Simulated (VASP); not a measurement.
Wanted: the native input for a VASP 6.6.1 run.

| Quantity | Value |
| --- | --- |
| Task | relaxation of shape and atoms at fixed volume |
| Functional | PBEsol |
| Potentials or basis | VASP PAW PBE potentials, release 64 (Ge_d) |
| Cutoff | 600 eV |
| k mesh | 16 × 16 × 9 |
| Occupations | fermi-dirac, width 0.08 eV |
| Spin | no spin polarisation |
| Dipole correction | no |
| Further INCAR settings | ALGO = Normal; EDIFF = 1e-07; IBRION = 2; EDIFFG = -0.005; NSW = 50; ISIF = 4 |

The structure of Ge lies in POSCAR:

```
Ge
1.0
    2.4204567866      0.0000000000      0.0000000000
   -1.2102283933      2.0961770660      0.0000000000
    0.0000000000      0.0000000000      3.9703046604
Ge
2
Direct
    0.3333333333      0.6666666667      0.2500000000
    0.6666666667      0.3333333333      0.7500000000
```

This isn't the form of Ge at room conditions, which is diamond.

The input as run:

INCAR

```
PREC = Accurate
ENCUT = 600
EDIFF = 1E-7
ISMEAR = -1
SIGMA = 0.08
LREAL = False
LASPH = True
NELM = 100
ALGO = Normal
ISIF = 4
LWAVE = False
LCHARG = False
GGA = PS
IBRION = 2
NSW = 50
EDIFFG = -0.005
```

KPOINTS

```
regular mesh
0
Gamma
  16 16 9
```

Potentials or basis: VASP PAW PBE potentials, release 64 (Ge_d).

Run with:

```console
$ cat potpaw_PBE.64/Ge_d/POTCAR > POTCAR
$ mpirun -np 1 vasp_std > vasp.out
```

Results of the run:

* Energy gained by relaxing: 0.3 meV/atom
* Ionic steps: 3
* Pressure after relaxing: 170.4 GPa
* Band gap on the k mesh: zero (bands 14 and 15 overlap by 16.71 eV)

Caveat: the PAW data sets were made with another functional, which shifts forces and pressure a little.

Run time: 51 s on 1 thread of Intel(R) Xeon(R) 6975P-C (Granite Rapids), with other jobs on the host, peak memory 0.17 GiB.
